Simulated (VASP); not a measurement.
Input of a VASP 6.6.1 run:

INCAR

```
PREC = Accurate ; ENCUT = 520
EDIFF = 1E-7 ; ISMEAR = 0
SIGMA = 0.15 ; LREAL = False
LASPH = True ; NELM = 60
ALGO = Fast ; ISIF = 2
LWAVE = False ; LCHARG = False
GGA = PE ; NBANDS = 14
```

File KPOINTS:

```
Automatic mesh
0
Gamma
  22 22 22
```

File POSCAR:

```
Rh
1.0
    0.0000000000      1.9796929816      1.6963989159
    1.9796929816      0.0000000000      1.6963989159
    1.9796929816      1.9796929816      0.0000000000
Rh
1
Direct
    0.0000000000      0.0000000000      0.0000000000
```

Potentials or basis: VASP PAW PBE potentials, release 64 (Rh_pv).

Run with:

```bash
$ cat potpaw_PBE.64/Rh_pv/POTCAR > POTCAR
$ mpirun -np 1 vasp_std > vasp.out
```

Q: Predict the pressure.

A: 19.6 GPa.

Stress tensor (GPa, compression positive):
```
 9.50  0.00  0.00
 0.00  9.50  0.00
 0.00  0.00 39.67
```
